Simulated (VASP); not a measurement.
Here is a VASP 6.6.1 calculation.

Contents of INCAR:

```
PREC = Accurate
ENCUT = 520
EDIFF = 1E-6
ISMEAR = 1
SIGMA = 0.02
LREAL = False
LASPH = True
NELM = 80
ALGO = Fast
ISIF = 2
LWAVE = False
LCHARG = False
GGA = PE
NBANDS = 14
```

KPOINTS

```
regular mesh
0
Gamma
  22 22 22
```

POSCAR

```
Rh
1.0
    0.0000000000      1.9015500000      1.9395810000
    1.9015500000      0.0000000000      1.9395810000
    1.9015500000      1.9015500000      0.0000000000
Rh
1
Direct
    0.0000000000      0.0000000000      0.0000000000
```

Potentials or basis: VASP PAW PBE potentials, release 64 (Rh_pv).

Launch:

```console
$ cat potpaw_PBE.64/Rh_pv/POTCAR > POTCAR
$ mpirun -np 1 vasp_std > vasp.out
```

**Question.** Estimate the pressure.

**Answer.** 0.3 GPa.

Stress tensor (GPa, compression positive):
```
 1.78  0.00  0.00
 0.00  1.78  0.00
 0.00  0.00 -2.59
```

Caveat: the cell differs from its parent crystal (strain +0.0200 x Voigt [0, 0, 1, 0, 0, 0]).
